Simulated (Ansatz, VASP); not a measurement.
## SnTe: VASP beside Ansatz

INCAR

```
SYSTEM = SnTe
ALGO = Normal
EDIFF = 1E-6
ENCUT = 500
GGA = PE
GGA_COMPAT = .False.
ISIF = 2
ISMEAR = 0
LASPH = .True.
LCHARG = .False.
LREAL = .False.
LWAVE = .False.
NBANDS = 17
NELM = 120
PREC = Accurate
SIGMA = 0.1
```

KPOINTS

```
k-points
0
Gamma
  6 6 6
  0 0 0
```

The input POSCAR:

```
SnTe
1.0
    0.0000000000      3.1508500000      3.1508500000
    3.1508500000      0.0000000000      3.1508500000
    3.1508500000      3.1508500000      0.0000000000
Sn Te
1 1
Direct
    0.0000000000      0.0000000000      0.0000000000
    0.5000000000      0.5000000000      0.5000000000
```

Input for Ansatz:

```yaml
crystal:
  lattice:
    - [0.0, 3.15085, 3.15085]
    - [3.15085, 0.0, 3.15085]
    - [3.15085, 3.15085, 0.0]
  atoms:
    - { symbol: Sn, position: [0.0, 0.0, 0.0] }
    - { symbol: Te, position: [0.5, 0.5, 0.5] }
basis:
  ecutwfc: 420
kpoints:
  mp_grid: { grid: [6, 6, 6] }
hamiltonian:
  xc: pbe
scf:
  occupations: { method: gaussian, width: 0.1 }
output:
  forces: true
  stress: true
  eigenvalues: true
```

Alike in both runs: task single point; functional PBE; k mesh 6 × 6 × 6; occupations gaussian, width 0.1 eV; no spin polarisation.

|  | VASP | Ansatz |
| --- | --- | --- |
| version | VASP 6.6.1 | Ansatz 0.2.0 |
| potentials or method | VASP PAW PBE potentials, release 64 (Sn_d, Te), cutoff 500 eV | scalar-relativistic, plane waves, PAW |
| valence electrons in the cell | 20 | 30 |

```tsv
	VASP	Ansatz	Ansatz less VASP
gap on the k mesh at the Fermi level (eV)	0.10	0.10	-0.001
least direct gap on the mesh (eV)	0.10	0.10	-0.001
pressure (GPa)	2.2	2.3	+0.04
```

VASP's potentials hold 20 valence electrons a cell and Ansatz's 30, so a difference there can come from the potentials and not from the codes.

Spin-orbit coupling is off throughout.
